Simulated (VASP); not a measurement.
A run of VASP 6.6.1:

Contents of POSCAR:

```
NaCaF3
1.0
    4.3659461005      0.0000000000      0.0000000000
    0.0000000000      4.3659461005      0.0000000000
    0.0000000000      0.0000000000      4.3659461005
Na Ca F
1 1 3
Direct
    0.0000000000      0.0000000000      0.0000000000
    0.5000000000      0.5000000000      0.5000000000
    0.5000000000      0.5000000000      0.0000000000
    0.5000000000      0.0000000000      0.5000000000
    0.0000000000      0.5000000000      0.5000000000
```

INCAR.step1

```
PREC     = Accurate       # precision mode
ENCUT    = 660            # plane-wave cutoff, eV
ISMEAR   = -1             # smearing method
SIGMA    = 0.03           # smearing width, eV
LREAL    = False          # projectors in reciprocal space
LASPH    = True           # aspherical terms in the spheres
NELM     = 120            # most SCF steps
NBANDS   = 27             # bands
GGA      = PE             # functional
ALGO     = Normal         # electronic algorithm
EDIFF    = 1E-5           # SCF threshold, eV
LWAVE    = True           # write WAVECAR
LCHARG   = False          # write CHGCAR
GGA_COMPAT= False
```

The input INCAR.step2:

```
PREC     = Accurate       # precision mode
ENCUT    = 660            # plane-wave cutoff, eV
EDIFF    = 1E-6           # SCF threshold, eV
ISMEAR   = -1             # smearing method
SIGMA    = 0.03           # smearing width, eV
LREAL    = False          # projectors in reciprocal space
LASPH    = True           # aspherical terms in the spheres
NELM     = 120            # most SCF steps
ALGO     = Normal         # electronic algorithm
ISIF     = 2              # what is computed and relaxed
LWAVE    = False          # write WAVECAR
LCHARG   = False          # write CHGCAR
METAGGA  = R2SCAN         # meta-GGA
LMIXTAU  = True         
LUSE_VDW = True         
IVDW_NL  = 2            
BPARAM   = 11.95        
CPARAM   = 0.0093       
NBANDS   = 27             # bands
ISTART   = 1            
GGA_COMPAT= False
```

Contents of KPOINTS:

```
Automatic mesh
0
Gamma
  6 6 6
```

Potentials or basis: VASP PAW PBE potentials, release 64 (Na_pv, Ca_sv, F).

Command:

```console
$ cat potpaw_PBE.64/Na_pv/POTCAR potpaw_PBE.64/Ca_sv/POTCAR potpaw_PBE.64/F/POTCAR > POTCAR
$ cp INCAR.step1 INCAR
$ mpirun -np 1 vasp_std > vasp.out
$ cp INCAR.step2 INCAR
$ mpirun -np 1 vasp_std > vasp.out
```

Hardware: 1 thread of Intel Xeon 8259CL (shared host).

Q: How long does it take, and how much memory?

A: It took 6.5 min on 1 thread of Intel Xeon 8259CL, with other jobs on the host, peak memory 0.53 GiB. Counts: k points 20.
